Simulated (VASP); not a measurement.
# Cs: single point with PBE

Cs:

```xyz
2
Lattice="4.7621 0.0000 0.0000 -2.3811 4.1241 0.0000 0.0000 0.0000 7.7147" Properties=species:S:1:pos:R:3 pbc="T T T"
Cs    0.0000    2.7494    1.9287
Cs    2.3811    1.3747    5.7860
```

```yaml
Program: VASP 6.6.1
Task: single point
Functional: PBE
Potentials_or_basis: VASP PAW PBE potentials, release 64 (Cs_sv)
Cutoff: 520 eV
k_mesh: 8 × 8 × 5
Occupations: fermi-dirac, width 0.05 eV
Spin: no spin polarisation
Dipole_correction: no
Further_INCAR_settings: ALGO = Normal; EDIFF = 1e-06; NBANDS = 16
```

```yaml
Pressure: 1.6 GPa
Band_gap_on_the_k_mesh: zero (band 9 reaches 2.29 eV, above the bottom of band 10 at 0.89 eV)
```

Levels at points of the mesh, in eV from the Fermi level:
| k point | band 7 | band 8 | band 9 | band 10 | band 11 | band 12 |
| --- | --- | --- | --- | --- | --- | --- |
| (0.00, 0.00, 0.00) | -10.32 | -10.32 | -2.06 | -0.21 | 1.46 | 2.55 |
| (0.50, 0.00, 0.00) | -10.44 | -10.39 | -0.02 | 0.26 | 0.48 | 1.14 |

Run time: 50 s on 1 thread of Intel Xeon 6975P-C, with other jobs on the host, peak memory 0.27 GiB.

Caveat: spin-orbit coupling is left out, which moves the levels of the heavy elements.
